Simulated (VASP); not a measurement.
A run of VASP 6.6.1 is set up as follows.

File INCAR:

```
SYSTEM = Al2Pt
  PREC = Accurate
  ENCUT = 520
  EDIFF = 1E-6
  ISMEAR = 1
  SIGMA = 0.1
  LREAL = .False.
  LASPH = .True.
  NELM = 80
  ALGO = Normal
  ISIF = 2
  LWAVE = .False.
  LCHARG = .False.
  GGA = PE
  NBANDS = 15
```

KPOINTS

```
Automatic mesh
0
Gamma
  7 7 7
  0 0 0
```

Contents of POSCAR:

```
Al2Pt
1.0
    0.0000000000      2.9550000000      2.9550000000
    2.9550000000      0.0000000000      2.9550000000
    2.9550000000      2.9550000000      0.0000000000
Al Pt
2 1
Direct
    0.2500000000      0.2500000000      0.2500000000
    0.7500000000      0.7500000000      0.7500000000
    0.0000000000      0.0000000000      0.0000000000
```

Potentials or basis: VASP PAW PBE potentials, release 64 (Al, Pt).

Launch:

```sh
$ cat potpaw_PBE.64/Al/POTCAR potpaw_PBE.64/Pt/POTCAR > POTCAR
$ mpirun -np 1 vasp_std > vasp.out
```

Question: Predict the band gap on the k mesh.

Answer: Zero (band 8 reaches 11.72 eV, above the bottom of band 9 at 6.54 eV).

Question: Predict the pressure.

Answer: 2.4 GPa.

Caveat: spin-orbit coupling is left out, which moves the levels of the heavy elements.
